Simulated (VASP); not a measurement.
NiO:

```
CELL_PARAMETERS angstrom
0.00000 2.05771 2.05771
2.05771 0.00000 2.05771
2.05771 2.05771 0.00000
ATOMIC_POSITIONS crystal
Ni 0.00000 0.00000 0.00000
O 0.50000 0.50000 0.50000
```

Base run:

* Program: VASP 6.6.1
* Functional: PBE exchange alone
* Potentials or basis: VASP PAW PBE potentials, release 64 (Ni, O)
* Cutoff: 520 eV
* k mesh: 11 × 11 × 11
* Occupations: fermi-dirac, width 0.05 eV
* Spin: collinear spin, ferromagnetic start
* Starting moments: [1.0, 0.0] μB

Its results: pressure 43.8 GPa; net moment 1.81 μB per cell; site moments Ni +1.49; O +0.28 μB.

After a change of settings the same cell gave: pressure 12.6 GPa; net moment 1.55 μB per cell; site moments Ni +1.29; O +0.22 μB. Which change was it?
A. functional from PBE exchange alone to PBEsol; dispersion from none to D3(BJ)
B. functional from PBE exchange alone to b88 exchange, pbe correlation; cutoff from 520 eV to 600 eV
C. functional from PBE exchange alone to BLYP; dispersion from none to D3(BJ)
D. functional from PBE exchange alone to RPBE

B.

Caveats: the cell stands under pressure; a cell with one magnetic atom can't hold antiferromagnetic order, which such compounds often take; the PAW data sets were made with another functional, which shifts forces and pressure a little (at least some runs).
